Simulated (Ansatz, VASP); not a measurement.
## In4Ru: VASP beside Ansatz

```
In Ru
1.0
     0.00000    3.88938    3.88938
     3.88938    0.00000    3.88938
     3.88938    3.88938    0.00000
In Ru
4 1
Cartesian
  0.8910 0.8910 0.8910
  2.9984 2.9984 0.8910
  2.9984 0.8910 2.9984
  0.8910 2.9984 2.9984
  5.8341 5.8341 5.8341
```

Alike in both runs: task relaxation of cell and atoms; functional PBE; k mesh 4 × 4 × 4; occupations gaussian, width 0.1 eV; no spin polarisation.

|  | VASP | Ansatz |
| --- | --- | --- |
| version | VASP 6.6.1 | Ansatz 0.2.0 |
| potentials or method | VASP PAW PBE potentials, release 64 (In_d, Ru_pv), cutoff 600 eV | scalar-relativistic, plane waves, PAW |
| valence electrons in the cell | 66 | 68 |

|  | VASP | Ansatz | Ansatz less VASP |
| --- | --- | --- | --- |
| gap on the k mesh at the Fermi level, each at its own relaxed structure (eV) | 0.31 | 0.31 | -0.002 |
| relaxed volume (Å³/atom) | 26.11 | 26.21 | +0.100 |
| relaxed cell length with the largest relative difference (Å) | 5.694 | 5.701 | +0.0072 |

VASP's potentials hold 66 valence electrons a cell and Ansatz's 68, so a difference there can come from the potentials and not from the codes.
